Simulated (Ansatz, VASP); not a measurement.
One calculation of C, two programs

Contents of INCAR:

```
  PREC = Accurate
  ENCUT = 520
  EDIFF = 1E-6
  ISMEAR = -1
  SIGMA = 0.1
  LREAL = False
  LASPH = True
  NELM = 100
  ALGO = Normal
  ISIF = 2
  LWAVE = False
  LCHARG = False
  GGA = PE
  NBANDS = 36
```

KPOINTS

```
regular mesh
0
Gamma
  6 6 1
```

The input POSCAR:

```
C
1.0
    2.5220988400      0.0000000000      0.0000000000
   -1.2610494200      2.1842016700      0.0000000000
    0.0000000000      0.0000000000     12.3557000000
C
12
Direct
    0.0000000000      0.0000000000      0.1875000000
    0.0000000000      0.0000000000      0.6875000000
    0.0000000000      0.0000000000      0.3125000000
    0.0000000000      0.0000000000      0.8125000000
    0.3333333300      0.6666666700      0.5208300000
    0.6666666700      0.3333333300      0.0208300000
    0.3333333300      0.6666666700      0.9791700000
    0.6666666700      0.3333333300      0.4791700000
    0.3333333300      0.6666666700      0.6458300000
    0.6666666700      0.3333333300      0.1458300000
    0.3333333300      0.6666666700      0.8541700000
    0.6666666700      0.3333333300      0.3541700000
```

Input for Ansatz:

```yaml
crystal:
  lattice:
    - [2.52209884, 0.0, 0.0]
    - [-1.26104942, 2.18420167, 0.0]
    - [0.0, 0.0, 12.3557]
  atoms:
    - { symbol: C, position: [0.0, 0.0, 0.1875] }
    - { symbol: C, position: [0.0, 0.0, 0.6875] }
    - { symbol: C, position: [0.0, 0.0, 0.3125] }
    - { symbol: C, position: [0.0, 0.0, 0.8125] }
    - { symbol: C, position: [0.33333333, 0.66666667, 0.52083] }
    - { symbol: C, position: [0.66666667, 0.33333333, 0.02083] }
    - { symbol: C, position: [0.33333333, 0.66666667, 0.97917] }
    - { symbol: C, position: [0.66666667, 0.33333333, 0.47917] }
    - { symbol: C, position: [0.33333333, 0.66666667, 0.64583] }
    - { symbol: C, position: [0.66666667, 0.33333333, 0.14583] }
    - { symbol: C, position: [0.33333333, 0.66666667, 0.85417] }
    - { symbol: C, position: [0.66666667, 0.33333333, 0.35417] }
hamiltonian:
  xc: pbe
  pseudopotentials: { kind: paw }
basis:
  ecutwfc: 420
kpoints:
  mp_grid: { grid: [6, 6, 1] }
scf:
  occupations: { method: fermi_dirac, width: 0.1 }
  lower_state_search: "off"
output:
  forces: true
  stress: true
```

Alike in both runs: task single point; functional PBE; k mesh 6 × 6 × 1; occupations fermi-dirac, width 0.1 eV; no spin polarisation.

```csv
,VASP,Ansatz
version,VASP 6.6.1,Ansatz 0.2.0
potentials or method,"VASP PAW PBE potentials, release 64 (C), cutoff 520 eV","PAW, plane waves, scalar-relativistic"
valence electrons in the cell,48,48
```

```tsv
	VASP	Ansatz	Ansatz less VASP
pressure (GPa)	2.8	2.1	-0.66
traceless stress, the component that is largest in VASP (GPa)	5.09	5.12	+0.028
rms of the force components (eV/Å)	0.156	0.156	-0.0003
```

Atom by atom the forces differ by 0.001 eV/Å (rms over components). With one functional, cell and mesh, what is left measures potentials, basis and numerics.

The k mesh is coarse, so the values compare programs but aren't converged.
